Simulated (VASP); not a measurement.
# CdS (Fm-3m) in VASP: a series of runs

CdS is run at these levels: r2SCAN; tasks: elastic constants.

Everything below comes from runs of VASP 6.6.1. Logs are shortened: lines on timing, memory, paths and dates and some standing lists are left out, and cuts for length are marked.

### 1 The cell of the first run

The structure is cubic, space group Fm-3m (No. 225). Conventional cell: a = 5.280 Å, b = 5.280 Å, c = 5.280 Å, α = 90.00°, β = 90.00°, γ = 90.00°. Cd (site symmetry m-3m) has 6 S at 2.64 Å within 3.5 Å. S (site symmetry m-3m) has 6 Cd at 2.64 Å within 3.5 Å.

### 2 Elastic constants, r2SCAN

File INCAR:

```
SYSTEM = CdS
PREC = Accurate ; ENCUT = 600
EDIFF = 1E-8 ; ISMEAR = 0
SIGMA = 0.01 ; LREAL = .FALSE.
LASPH = .TRUE. ; NELM = 100
ALGO = Normal ; ISIF = 3
LWAVE = .FALSE. ; LCHARG = .FALSE.
METAGGA = R2SCAN ; LMIXTAU = .TRUE.
IBRION = 6 ; NFREE = 2
POTIM = 0.015 ; NSW = 1
```

File KPOINTS:

```
Automatic mesh
0
G
  8 8 8
  0 0 0
```

File POSCAR:

```
CdS
1.0
    0.0000000000      2.6401667406      2.6401667406
    2.6401667406      0.0000000000      2.6401667406
    2.6401667406      2.6401667406      0.0000000000
Cd S
1 1
Direct
    0.0000000000      0.0000000000      0.0000000000
    0.5000000000      0.5000000000      0.5000000000
```

Potentials or basis: VASP PAW PBE potentials, release 64 (Cd, S).

Command:

```
$ cat potpaw_PBE.64/Cd/POTCAR potpaw_PBE.64/S/POTCAR > POTCAR
$ mpirun -np 1 vasp_std > vasp.out
```

OUTCAR:

```text
SYSTEM = CdS
   PREC = Accurate
   ENCUT = 600
   EDIFF = 1E-8
   ISMEAR = 0
   LREAL = .FALSE.
   LASPH = .TRUE.
   NELM = 100
   ISIF = 3
   METAGGA = R2SCAN
   IBRION = 6
   NFREE = 2
   POTIM = 0.015
   NSW = 1

 ion  position               nearest neighbor table
   1  0.000  0.000  0.000-   2 2.64   2 2.64   2 2.64   2 2.64   2 2.64   2 2.64
   2  0.500  0.500  0.500-   1 2.64   1 2.64   1 2.64   1 2.64   1 2.64   1 2.64

  LATTYP: Found a face centered cubic cell.
 ALAT       =     5.2803334812

  Lattice vectors:

 A1 = (   0.0000000000,   2.6401667406,   2.6401667406)
 A2 = (   2.6401667406,   0.0000000000,   2.6401667406)
 A3 = (   2.6401667406,   2.6401667406,   0.0000000000)

Analysis of symmetry for initial positions (statically):
=====================================================================
 Subroutine PRICEL returns:
 Original cell was already a primitive cell.

 Routine SETGRP: Setting up the symmetry group for a
 face centered cubic supercell.

 Subroutine GETGRP returns: Found 48 space group operations
 (whereof 48 operations were pure point group operations)
 out of a pool of 48 trial point group operations.

The static configuration has the point symmetry O_h .

Analysis of symmetry for dynamics (positions and initial velocities):
=====================================================================
 Subroutine PRICEL returns:
 Original cell was already a primitive cell.

 Routine SETGRP: Setting up the symmetry group for a
 face centered cubic supercell.

 Subroutine GETGRP returns: Found 48 space group operations
 (whereof 48 operations were pure point group operations)
 out of a pool of 48 trial point group operations.

The dynamic configuration has the point symmetry O_h .

 Subroutine INISYM returns: Found 48 space group operations
 (whereof 48 operations are pure point group operations),
 and found     1 'primitive' translations

----------------------------------------------------------------------------------------

                                     Primitive cell

  volume of cell :      36.8065

  direct lattice vectors                    reciprocal lattice vectors
     0.000000000  2.640166741  2.640166741    -0.189381978  0.189381978  0.189381978
     2.640166741  0.000000000  2.640166741     0.189381978 -0.189381978  0.189381978
     2.640166741  2.640166741  0.000000000     0.189381978  0.189381978 -0.189381978

  length of vectors
     3.733759611  3.733759611  3.733759611     0.328019208  0.328019208  0.328019208

  position of ions in fractional coordinates (direct lattice)
     0.000000000  0.000000000  0.000000000
     0.500000000  0.500000000  0.500000000

  ion indices of the primitive-cell ions
   primitive index   ion index
                 1           1
                 2           2

----------------------------------------------------------------------------------------

 KPOINTS: Automatic mesh

Automatic generation of k-mesh.
 Grid dimensions read from file:
 generate k-points for:    8    8    8

 Generating k-lattice:

  Cartesian coordinates                     Fractional coordinates (reciprocal lattice)
    -0.023672747  0.023672747  0.023672747     0.125000000  0.000000000  0.000000000
[... 114 lines left out ...]
  Direction    XX          YY          ZZ          XY          YZ          ZX
  --------------------------------------------------------------------------------------
  -------------------------------------------------------------------------------------
  Total        2.4507113      2.4507113      2.4507113     -0.0000000      0.0000000     -0.0000000
  in kB      106.6789366    106.6789366    106.6789366     -0.0000000      0.0000000     -0.0000000
  external PRESSURE =     106.6789366 kB  Pullay stress =       0.0000000 kB
[... 89 lines left out ...]
  FREE ENERGIE OF THE ION-ELECTRON SYSTEM (eV)
  ---------------------------------------------------
  free  energy   TOTEN  =       -29.3604936262 eV

  energy  without entropy=      -29.3604936262  energy(sigma->0) =      -29.36049363

[... ionic steps 4 to 14 ...]

--------------------------------------- Ionic step       15  -------------------------------------------

 number of electron      18.0000001 magnetization

------------------------ aborting loop because EDIFF is reached ----------------------------------------
[... 67 lines left out ...]
--------------------------------------- Ionic step       17  -------------------------------------------

 number of electron      18.0000004 magnetization

 Free energy of the ion-electron system (eV)
  ---------------------------------------------------
  ext. energy  EPLUGINS =         0.00000000
  ---------------------------------------------------
  free energy    TOTEN  =       -29.40311007 eV

  energy without entropy =      -29.40311007  energy(sigma->0) =      -29.40311007

 E-fermi :   3.8967     XC(G=0): -11.5331

 val. band max:        3.7962024665   @ k =   0.5000   0.0000   0.0000
 cond. band min:       4.5013780860   @ k =   0.5000   0.5000   0.0000
 fundamental gap:      0.7051756195
 Fermi energy:         3.8967441932

 k-point     1 :       0.0000    0.0000    0.0000
  band No.  band energies     occupation
      1     -10.3258      2.00000
      2      -4.3256      2.00000
      3      -4.3249      2.00000
      4      -4.3194      2.00000
      5      -4.3194      2.00000
      6      -4.3191      2.00000
      7       2.7804      2.00000
      8       2.7804      2.00000
      9       2.7806      2.00000
     10       5.8857      0.00000
     11      13.5267      0.00000
     12      13.5267      0.00000
     13      13.5271      0.00000
[... 354 lines left out ...]
  band No.  band energies     occupation
      1      -8.9587      2.00000
      2      -4.6731      2.00000
      3      -4.5061      2.00000
      4      -4.4275      2.00000
      5      -4.0307      2.00000
      6      -3.9102      2.00000
      7      -1.2585      2.00000
      8       1.6600      2.00000
      9       2.6613      2.00000
     10       8.4763      0.00000
     11       9.4709      0.00000
     12      11.9716      0.00000
     13      12.8899      0.00000

 [... further k-points ...]

------------------------ aborting loop because EDIFF is reached ----------------------------------------

  FORCE on cell =-STRESS in cart. coord.  units (eV):
  Direction    XX          YY          ZZ          XY          YZ          ZX
  --------------------------------------------------------------------------------------
  -------------------------------------------------------------------------------------
  Total        2.4584181      2.4500169      2.4500169     -0.0000000      0.0000000      0.0000000
  in kB      107.0144106    106.6487098    106.6487098     -0.0000000      0.0000000      0.0000000
  external PRESSURE =     106.7706100 kB  Pullay stress =       0.0000000 kB
[... 17 lines left out ...]
  FREE ENERGIE OF THE ION-ELECTRON SYSTEM (eV)
  ---------------------------------------------------
  free  energy   TOTEN  =       -29.4031100732 eV

  energy  without entropy=      -29.4031100732  energy(sigma->0) =      -29.40311007

 INTERNAL STRAIN TENSORS FROM STRAINED CELLS
 ============================================

 INTERNAL STRAIN TENSOR FOR ION    1 for displacements in x,y,z  (eV/Angst):
          X           Y           Z          XY          YZ          ZX
  --------------------------------------------------------------------------------
  x     0.00000     0.00000     0.00000     0.00000    -0.00000     0.00000
  y     0.00000     0.00000     0.00000    -0.00000     0.00000    -0.00000
  z     0.00000    -0.00000     0.00000     0.00000     0.00000     0.00000

 INTERNAL STRAIN TENSORS FROM DISPLACED ATOMS
 ============================================

 INTERNAL STRAIN TENSOR FOR ION    1 for displacements in x,y,z  (eV/Angst):
          X           Y           Z          XY          YZ          ZX
  --------------------------------------------------------------------------------
  x     0.00000     0.00000     0.00000     0.00000     0.00000     0.00000
  y     0.00000     0.00000     0.00000     0.00000     0.00000     0.00000
  z     0.00000     0.00000     0.00000     0.00000     0.00000     0.00000

 INTERNAL STRAIN TENSOR FOR ION    2 for displacements in x,y,z  (eV/Angst):
          X           Y           Z          XY          YZ          ZX
  --------------------------------------------------------------------------------
  x     0.00000     0.00000     0.00000     0.00000     0.00000     0.00000
  y     0.00000     0.00000     0.00000     0.00000     0.00000     0.00000
  z     0.00000     0.00000     0.00000     0.00000     0.00000     0.00000

 Eigenvectors and eigenvalues of the dynamical matrix
 ----------------------------------------------------

   1 f  =    5.987645 THz    37.621482 2PiTHz  199.726335 cm-1    24.762898 meV
             X         Y         Z           dx          dy          dz
      0.000000  0.000000  0.000000    -0.471541    0.000000    0.000000
      2.640167  2.640167  2.640167     0.881844    0.000000    0.000000
[... 21 lines left out ...]
   6 f/i=    0.002922 THz     0.018357 2PiTHz    0.097456 cm-1     0.012083 meV
             X         Y         Z           dx          dy          dz
      0.000000  0.000000  0.000000     0.000000    0.191405   -0.860821
      2.640167  2.640167  2.640167     0.000000    0.102348   -0.460300

--------------------------------------------------------------------------------------------------------

 ELASTIC MODULI CONTR FROM IONIC RELAXATION (kBar)
 Direction    XX          YY          ZZ          XY          YZ          ZX
 --------------------------------------------------------------------------------
 XX           0.0000      0.0000      0.0000      0.0000      0.0000      0.0000
 YY           0.0000      0.0000      0.0000      0.0000      0.0000      0.0000
 ZZ           0.0000      0.0000      0.0000      0.0000      0.0000      0.0000
 XY           0.0000      0.0000      0.0000      0.0000      0.0000      0.0000
 YZ           0.0000      0.0000      0.0000      0.0000      0.0000      0.0000
 ZX           0.0000      0.0000      0.0000      0.0000      0.0000      0.0000
 --------------------------------------------------------------------------------

 TOTAL ELASTIC MODULI (kBar)
 Direction    XX          YY          ZZ          XY          YZ          ZX
 --------------------------------------------------------------------------------
 XX        2205.8547    678.7627    678.7627      0.0000      0.0000      0.0000
 YY         678.7627   2205.8547    678.7627     -0.0000      0.0000     -0.0000
 ZZ         678.7627    678.7627   2205.8547      0.0000     -0.0000     -0.0000
 XY           0.0000     -0.0000      0.0000    376.0745     -0.0000      0.0000
 YZ           0.0000      0.0000     -0.0000     -0.0000    376.0745      0.0000
 ZX           0.0000     -0.0000     -0.0000      0.0000      0.0000    376.0745
 --------------------------------------------------------------------------------
```

It took 1.9 h on 1 thread of Oxide Virtual Turin-like, shared host; peak memory 0.28 GiB.

Results:

| Property | Result |
| --- | --- |
| Elastic constants C11, C12, C44 | 221, 68, 38 GPa |
| Voigt bulk modulus | 119 GPa |
| Highest phonon frequency at Γ, LO-TO splitting left out | 200 cm⁻¹ |

Phonon frequencies in cm⁻¹ (negative: imaginary):
```tsv
q point	frequencies
(0.000, 0.000, 0.000)	0 0 0 200 200 200
```

Elastic tensor in Voigt notation (GPa, in the Cartesian axes of the cell as first typed):
```
221  68  68   0   0   0
 68 221  68   0   0   0
 68  68 221   0   0   0
  0   0   0  38   0   0
  0   0   0   0  38   0
  0   0   0   0   0  38
```

Clamped-ion elastic tensor (GPa):
```
221  68  68   0   0   0
 68 221  68   0   0   0
 68  68 221   0   0   0
  0   0   0  38   0   0
  0   0   0   0  38   0
  0   0   0   0   0  38
```

Caveat: the cell is under stress, which shifts elastic constants; the PAW data sets were made with another functional, which shifts forces and pressure a little.

(Continued in part 2 of 2.)
